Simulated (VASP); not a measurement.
Input of a VASP 6.6.1 run:

File INCAR:

```
ALGO = Normal
EDIFF = 1E-6
ENCUT = 520
ISIF = 2
ISMEAR = -1
LASPH = T
LCHARG = T
LELF = T
LREAL = F
LVHAR = T
LWAVE = F
NBANDS = 16
NELM = 80
PREC = Accurate
SIGMA = 0.05
```

File KPOINTS:

```
k-points
0
Gamma
  8 8 5
```

Contents of POSCAR:

```
Ir
1.0
    2.7513778946      0.0000000000      0.0000000000
   -1.3756889473      2.3827631521      0.0000000000
    0.0000000000      0.0000000000      4.4622900000
Ir
2
Direct
    0.3333333333      0.6666666667      0.2500000000
    0.6666666667      0.3333333333      0.7500000000
```

Potentials or basis: VASP PAW LDA potentials, release 64 (Ir).

Launch:

```bash
$ cat potpaw_LDA.64/Ir/POTCAR > POTCAR
$ mpirun -np 1 vasp_std > vasp.out
```

(1) Predict the band gap on the k mesh.

(2) What does it give for the pressure?

Results:

(1) zero (band 9 reaches 10.79 eV, above the bottom of band 10 at 7.73 eV).

(2) -15.0 GPa.

Caveat: spin-orbit coupling is left out, which moves the levels of the heavy elements.
